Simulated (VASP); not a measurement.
# LiGaSi2O6 (P1) in VASP: notebook, part 2 of 2

VASP 6.6.1. The steps go on from the part before.

## (3) Single point, LDA

The input, INCAR:

```
SYSTEM = LiGaSi2O6
PREC = Accurate
ENCUT = 520
EDIFF = 1E-6
ISMEAR = -1
SIGMA = 0.05
LREAL = Auto
LASPH = .TRUE.
NELM = 60
ALGO = Normal
ISIF = 2
LWAVE = .FALSE.
LCHARG = .TRUE.
LELF = .TRUE.
LVHAR = .TRUE.
NBANDS = 146
```

The input, KPOINTS:

```
Automatic mesh
0
G
  2 2 1
  0 0 0
```

The input, POSCAR:

```
LiGaSi2O6
1.0
    2.8829148549      4.1731239311      4.8141502045
    2.8829148549     -4.1731239311      4.8141502045
    9.3119809459      0.0000000000      0.0000000000
Li Ga Si O
4 4 8 24
Direct
    0.8615981890      0.3843537953      0.3518613854
    0.5516335263      0.1652323490      0.1348195112
    0.3386543978      0.9090424427      0.8178169917
    0.0768310961      0.6879560093      0.6503861990
    0.5321064787      0.7299438815      0.3574122722
    0.9676988315      0.7767627335      0.0944338101
    0.0164585466      0.2165005328      0.8489384649
    0.4322747484      0.2947279107      0.6145001013
    0.2317389226      0.0283900611      0.1372715748
    0.1489432561      0.0649054931      0.5603740272
    0.2626457906      0.4969067462      0.2981185985
    0.3087359926      0.4666033387      0.8889582971
    0.7307895629      0.5447418890      0.6449488529
    0.7022552316      0.5020694682      0.0708049594
    0.7216031337      0.9658805664      0.8173693887
    0.8101902644      0.9898158908      0.3980501612
    0.1710175058      1.0003003302      0.0014379766
    0.2575931284      0.1175301900      0.6626035264
    0.3475739269      0.5025657294      0.4331967365
    0.2005941480      0.4446079891      0.7813951958
    0.4157302743      0.8951552885      0.1964811299
    0.2897399081      0.8427548768      0.5305008666
    0.1070959681      0.7019980225      0.2507040048
    0.1950656643      0.6801459143      0.9410607249
    0.0319309761      0.0810069209      0.2737129375
    0.1559123374      0.2737377383      0.3803868838
    0.4608778735      0.4777716924      0.1489321371
    0.3517465601      0.2417330528      0.0298592544
    0.6396584713      0.4932932997      0.5404753874
    0.7667907567      0.5880277934      0.1926414462
    0.8405970846      0.0097087484      0.9280775737
    0.7230834671      0.9123661275      0.2973307275
    0.9336659446      0.3843652198      0.6829404413
    0.8720379672      0.3192626272      0.0267592708
    0.5145241626      0.0660352054      0.7713607680
    0.6525591654      0.1926159594      0.4498647605
    0.5499006079      0.5194677710      0.8097205158
    0.7493012066      0.7076537495      0.8930240474
    0.9084352429      1.0042387720      0.6339385469
    0.8002581076      0.7716704112      0.5520913275
```

Potentials or basis: VASP PAW LDA potentials, release 64 (Li_sv, Ga_d, Si, O).

On the command line:

```bash
> cat potpaw_LDA.64/Li_sv/POTCAR potpaw_LDA.64/Ga_d/POTCAR potpaw_LDA.64/Si/POTCAR potpaw_LDA.64/O/POTCAR > POTCAR
> mpirun -np 1 vasp_std > vasp.out
```

OUTCAR:

```text
SYSTEM = LiGaSi2O6
   PREC = Accurate
   ENCUT = 520
   EDIFF = 1E-6
   ISMEAR = -1
   LREAL = Auto
   LASPH = .TRUE.
   NELM = 60
   ISIF = 2

 ion  position               nearest neighbor table
   1  0.862  0.384  0.352-  30 1.79  36 1.95  29 2.06  26 2.07  16 2.72
   2  0.552  0.165  0.135-  28 1.86  21 2.12  27 2.14  32 2.22  14 2.60   9 2.66
   3  0.339  0.909  0.818-  35 1.69  18 1.73  24 1.83  17 1.88   7 2.64   8 2.66  15 2.82
   4  0.077  0.688  0.650-  22 1.79  20 1.86  39 2.16  10 2.55
   5  0.532  0.730  0.357-  21 1.81  32 1.87  22 2.03  19 2.05  29 2.06  30 2.07
   6  0.968  0.777  0.094-  24 1.82  30 1.89  23 1.89  31 2.02  17 2.09  32 2.30
   7  0.016  0.217  0.849-  33 1.72  34 1.86  31 1.88  17 2.01  18 2.06  20 2.07   3 2.64   8 2.87
                            10 2.99
   8  0.432  0.295  0.615-  18 1.79  35 1.81  36 1.89  19 1.90  29 2.01  20 2.10   3 2.66   7 2.87
                            12 2.97
   9  0.232  0.028  0.137-  21 1.52  25 1.53  17 1.59  28 1.65  23 2.34   2 2.66  16 2.95  12 3.02
[... 19 lines left out ...]
  27  0.461  0.478  0.149-  11 1.53  14 1.57   2 2.14
  28  0.352  0.242  0.030-  12 1.62   9 1.65   2 1.86
  29  0.640  0.493  0.540-  13 1.55   8 2.01   5 2.06   1 2.06
  30  0.767  0.588  0.193-  14 1.73   1 1.79   6 1.89   5 2.07
  31  0.841  0.010  0.928-  15 1.72   7 1.88   6 2.02
  32  0.723  0.912  0.297-  16 1.62   5 1.87   2 2.22   6 2.30
  33  0.934  0.384  0.683-  13 1.60   7 1.72
[... 794 lines left out ...]
    132      12.6066      0.00000
 [bands above 132 left out]

------------------------ aborting loop because EDIFF is reached ----------------------------------------

  FORCE on cell =-STRESS in cart. coord.  units (eV):
  Direction    XX          YY          ZZ          XY          YZ          ZX
  --------------------------------------------------------------------------------------
  -------------------------------------------------------------------------------------
  Total       36.6304832     29.2791111     34.1948870      0.8333058      5.1780526     -5.8409262
  in kB      156.8556755    125.3763081    146.4261901      3.5683053     22.1729790    -25.0114754
  external PRESSURE =     142.8860579 kB  Pullay stress =       0.0000000 kB

 VOLUME and BASIS-vectors are now :
 -----------------------------------------------------------------------------
  energy-cutoff  :      520.00
  volume of cell :      374.16
      direct lattice vectors                 reciprocal lattice vectors
     2.882914855  4.173123931  4.814150204     0.000000000  0.119814319  0.103860490
     2.882914855 -4.173123931  4.814150204     0.000000000 -0.119814319  0.103860490
     9.311980946  0.000000000  0.000000000     0.107388536  0.000000000 -0.064308755

 POSITION                                       TOTAL-FORCE (eV/Angst)
 -----------------------------------------------------------------------------------
      6.86850      1.99160      5.99820         0.550963      0.723178     -0.827385
      3.32210      1.61250      3.45110        -0.024213      0.754749     -0.209524
     11.21250     -2.38030      6.00660         0.351844      1.041956     -1.280829
      8.26120     -2.55030      3.68180        -0.502636     -0.070136     -0.733249
      6.96660     -0.82560      6.07570         1.185421     -0.643554     -1.569029
      5.90850      0.79680      8.39810         0.525148     -0.805246      1.176571
[... 32 lines left out ...]
      8.53439      3.77332      4.39375         0.969792      0.443459      1.836010
      9.67280      0.11930      7.56750         1.232793      0.291453      1.023700
 -----------------------------------------------------------------------------------
    total drift:                                0.019316      0.004686      0.023821

  FREE ENERGIE OF THE ION-ELECTRON SYSTEM (eV)
  ---------------------------------------------------
  free  energy   TOTEN  =      -303.5347917818 eV

  energy  without entropy=     -303.5347917817  energy(sigma->0) =     -303.53479178
```

stdout:

```text
POSCAR found type information on POSCAR LiGaSiO
 POSCAR found :  4 types and      40 ions
 scaLAPACK will be used
 LDA part: xc-table for (Slater(with rela. corr.)+CA(PZ))
 , standard interpolation
 POSCAR, INCAR and KPOINTS ok, starting setup
 FFT: planning ... GRIDC
 FFT: planning ... GRID_SOFT
 FFT: planning ... GRID
 WAVECAR not read
 entering main loop
```

Run time: 17 min. Hardware: 1 thread of Intel Xeon 8259CL, shared host; peak memory 0.46 GiB.

Results:

- Free energy: -303.5348 eV
- Largest force: 4.860 eV/Å
- Band gap on the k mesh: 4.32 eV (least direct gap 4.37 eV)

Forces on the atoms (eV/Å):
```
Li   0.551  0.723 -0.827
Li  -0.024  0.755 -0.210
Li   0.352  1.042 -1.281
Li  -0.503 -0.070 -0.733
Ga   1.185 -0.644 -1.569
Ga   0.525 -0.805  1.177
Ga   2.879  0.959  0.011
Ga  -1.075 -0.324  3.224
Si  -2.387 -0.194  1.038
Si  -2.388  1.139  1.063
Si   3.724 -0.587 -3.067
Si   3.458 -0.711  1.435
Si   0.057  2.634  2.335
Si   0.921 -1.069  4.601
Si   1.249  2.515  0.762
Si   0.085 -2.317 -0.133
O   -2.319 -1.319 -0.816
O   -1.303 -1.465 -3.390
O    0.823 -0.650  0.825
O   -2.612  1.300 -0.298
O    0.917  3.462  0.836
O    0.119 -0.667  1.092
O   -0.394 -1.042 -1.463
O   -1.130  1.017 -1.526
O    2.588 -2.636 -2.734
O    1.145  0.047  0.410
O   -2.652  2.563  1.058
O    0.011 -1.494  0.230
O   -3.530 -0.445 -0.591
O   -0.907 -0.320 -0.527
O   -0.690 -0.700 -1.561
O   -2.373 -0.496  0.328
O   -2.412 -1.962  0.612
O    0.018  0.271 -1.579
O    2.828  1.089  1.219
O   -1.741  2.068  0.314
O    2.403 -1.962 -2.404
O    0.399 -0.442 -0.719
O    0.970  0.443  1.836
O    1.233  0.291  1.024
```

Caveat: the k points lie up to 0.72 Å⁻¹ apart; the cutoff is under 1.25 times the usual one of these potentials, so pressure, stress and relaxed cells hold a basis-set (Pulay) error; the atoms stand as in a frame of molecular dynamics; forces of over 1 eV/Å act on the atoms, so gaps and moduli don't describe the material at rest. A k mesh can miss the band edges.

## (4) Single point, LDA

The input, INCAR:

```
PREC = Accurate ; ENCUT = 520
EDIFF = 1E-6 ; ISMEAR = -1
SIGMA = 0.05 ; LREAL = Auto
LASPH = True ; NELM = 100
ALGO = Normal ; ISIF = 2
LWAVE = False ; LCHARG = False
NBANDS = 146
```

The input, KPOINTS:

```
regular mesh
0
Gamma
  2 2 1
```

The input, POSCAR:

```
LiGaSi2O6
1.0
    2.8829148549      4.1731239311      4.8141502045
    2.8829148549     -4.1731239311      4.8141502045
    9.3119809459      0.0000000000      0.0000000000
Li Ga Si O
4 4 8 24
Direct
    0.9287680125      0.3435229921      0.3941796471
    0.5869645845      0.1319577284      0.1481541030
    0.3315624503      0.8799286234      0.9049819191
    0.1616864553      0.6540753787      0.5792245626
    0.5306364674      0.7131136745      0.3310546121
    0.9435075711      0.8014317522      0.1033280147
   -0.0029951872      0.2758366949      0.8465246235
    0.5067048699      0.2655186466      0.5930580598
    0.1920980073      0.0375375364      0.1602752721
    0.2540048343      0.0179227011      0.5547000256
    0.2660152391      0.4729106043      0.2971268654
    0.2526692731      0.4760990143      0.9235975813
    0.6778915199      0.5431962630      0.6674635534
    0.6963209108      0.5514174739      0.0441878563
    0.8036842505      0.9953871602      0.7948931970
    0.7585920410      0.9427466486      0.4134550362
    0.1164450177      0.9826066893      0.0414119734
    0.3111432547      0.0670335621      0.6858206083
    0.3296420705      0.5316729745      0.4192128490
    0.2351664465      0.3817233209      0.7927700205
    0.4243907187      0.9200625545      0.1512090387
    0.4128014407      0.8228060388      0.5085114403
    0.0574424842      0.6041072940      0.2561118124
    0.1006252025      0.6930351192      0.9288404819
   -0.0002815584      0.0429474477      0.3237762074
    0.2094465848      0.2396877188      0.3959720349
    0.4595479667      0.5026571585      0.1265192184
    0.2283991969      0.2864372528      0.0983754538
    0.6496997463      0.5145971207      0.5030219987
    0.7339229802      0.6023668584      0.1740865003
    0.8124996633      0.0284587256      0.9513323341
    0.7237718587      0.9025587848      0.2717173976
    0.8894404668      0.3548289775      0.6939422635
    0.8613993123      0.3459581139      0.0304651978
    0.6016350394      0.1598077583      0.7595510868
    0.6079162755      0.1745478853      0.4222219171
    0.5019509070      0.5285736486      0.8410547118
    0.7011170165      0.7668471516      0.8760202948
    1.0292198860      0.9360283090      0.6491805364
    0.7599004693      0.7715224582      0.5864206687
```

On the command line:

```bash
> cat potpaw_LDA.64/Li_sv/POTCAR potpaw_LDA.64/Ga_d/POTCAR potpaw_LDA.64/Si/POTCAR potpaw_LDA.64/O/POTCAR > POTCAR
> mpirun -np 1 vasp_std > vasp.out
```

It took 18 min on 1 thread of Intel Xeon 8259CL, shared host; peak memory 0.46 GiB.

It converged, with:

| Quantity | Value |
| --- | --- |
| Free energy | -303.2645 eV |
| Largest force | 5.397 eV/Å |
| Band gap on the k mesh | 4.63 eV |

Forces on the atoms (eV/Å):
```
Li  -0.721 -0.348 -0.262
Li  -0.861 -0.443  0.294
Li  -1.096  1.255  0.774
Li   0.618 -0.417 -0.187
Ga  -0.349 -0.883  0.069
Ga  -1.860  0.071 -2.068
Ga   2.048  2.869 -1.495
Ga  -0.104 -2.282 -0.845
Si  -0.583 -0.590  2.000
Si   0.418 -1.275  1.814
Si  -0.214 -0.818  0.580
Si  -0.713  0.260  0.176
Si  -2.466  2.970  0.492
Si  -2.654 -0.953  1.607
Si  -0.791  0.938 -2.457
Si   0.630 -2.716  4.621
O    0.692 -0.554  3.132
O    0.676 -1.320 -0.561
O    1.344 -0.398 -0.416
O   -0.611 -0.670  1.714
O    1.487  0.657 -0.700
O   -0.123 -1.290 -0.851
O    1.808  0.935 -0.657
O   -0.077  1.140  0.465
O    1.379 -0.447 -3.967
O    1.083  2.262 -2.086
O   -0.794  0.107 -1.116
O   -0.630  0.113  0.392
O    1.835  1.793 -0.986
O    3.995  0.221  1.821
O    0.838  0.220  1.367
O   -0.760  0.377  0.524
O   -2.849 -2.875  1.291
O   -0.556 -0.323 -0.847
O    0.550  1.215  0.065
O   -1.787  2.531  0.061
O   -0.002 -1.109 -1.467
O    0.614  0.834 -0.283
O    0.115 -2.175 -1.658
O    0.468  1.120 -0.351
```

Levels at points of the mesh, in eV from the valence-band top:
```
           k point  band 116  band 117  band 118  band 119  band 120  band 121  band 122  band 123  band 124  band 125
(0.00, 0.00, 0.00)     -0.55     -0.45     -0.32     -0.14      0.00      4.63      6.46      6.81      7.00      7.38
(0.50, 0.00, 0.00)     -0.48     -0.40     -0.22     -0.16     -0.09      5.85      5.93      6.71      6.98      7.30
(0.00, 0.50, 0.00)     -0.36     -0.34     -0.26     -0.11     -0.05      5.68      6.20      6.51      6.92      7.33
(0.50, 0.50, 0.00)     -0.50     -0.31     -0.30     -0.16     -0.04      6.00      6.22      6.72      6.92      7.11
```

Caveat: the k points lie up to 0.72 Å⁻¹ apart; the cutoff is under 1.25 times the usual one of these potentials, so pressure, stress and relaxed cells hold a basis-set (Pulay) error; the atoms stand as in a frame of molecular dynamics; forces of over 1 eV/Å act on the atoms, so gaps and moduli don't describe the material at rest.

## (5) Overview

```tsv
cell	gap on the mesh (eV)	largest force (eV/Å)
as given, atomic positions A	4.24	8.23
as given, atomic positions B	4.32	4.86
as given, atomic positions C	4.63	5.40
```

Alike in all rows: task single point; level LDA; potentials or basis VASP PAW LDA potentials, release 64 (Li_sv, Ga_d, Si, O); no spin polarisation; k mesh 2 × 2 × 1; cutoff (eV) 520; smearing fermi-dirac 0.05 eV.

Caveats: all runs use coarse meshes; the cutoff is under 1.25 times the usual one of these potentials, so pressure, stress and relaxed cells hold a basis-set (Pulay) error; the atoms stand as in a frame of molecular dynamics; forces of over 1 eV/Å act on the atoms, so gaps and moduli don't describe the material at rest.

Total energies depend on the potentials used, so only differences within one code and one set of settings carry meaning.
